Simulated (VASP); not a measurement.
Write the native input for VASP 6.6.1 that does the following.

* Task: single point
* Functional: PBE
* Potentials or basis: VASP PAW PBE potentials, release 64 (Sn_d, O)
* Cutoff: 520 eV
* k mesh: 14 × 14 × 12
* Occupations: gaussian, width 0.15 eV
* Spin: no spin polarisation
* Dipole correction: no
* Further INCAR settings: ALGO = Normal; EDIFF = 1e-06; NBANDS = 28

The structure of SnO lies in POSCAR:

```
SnO
1.0
    3.9091545137      0.0000000000      0.0000000000
    0.0000000000      3.9091545137      0.0000000000
    0.0000000000      0.0000000000      4.5745127643
Sn O
2 2
Direct
    0.0000000000      0.5000000000      0.2385000000
    0.5000000000      0.0000000000      0.7615000000
    0.0000000000      0.0000000000      0.0000000000
    0.5000000000      0.5000000000      0.0000000000
```

This cell differs from its parent crystal: ratio of the length along z to the lengths across it x 0.92, volume and fractional coordinates fixed.

One way to write it, as run:

INCAR

```
PREC = Accurate ; ENCUT = 520
EDIFF = 1E-6 ; ISMEAR = 0
SIGMA = 0.15 ; LREAL = False
LASPH = True ; NELM = 100
ALGO = Normal ; ISIF = 2
LWAVE = False ; LCHARG = True
GGA = PE ; LELF = True
LVHAR = True ; NBANDS = 28
```

KPOINTS

```
regular mesh
0
Gamma
  14 14 12
```

Potentials or basis: VASP PAW PBE potentials, release 64 (Sn_d, O).

Run with:

```sh
$ cat potpaw_PBE.64/Sn_d/POTCAR potpaw_PBE.64/O/POTCAR > POTCAR
$ mpirun -np 1 vasp_std > vasp.out
```

It gave:

| Item | Value |
| --- | --- |
| Pressure | 3.1 GPa |
| Largest force | 0.685 eV/Å |
| Band gap on the k mesh | 0.40 eV (least direct gap 1.81 eV) |

Caveat: the cell stands under pressure; semilocal functionals underestimate gaps, and a narrow one can read as zero; spin-orbit coupling is left out, which moves the levels of the heavy elements.

Wall time 2.9 min on 1 thread of Intel(R) Xeon(R) 6975P-C (Granite Rapids), on a shared host, peak memory 0.47 GiB.
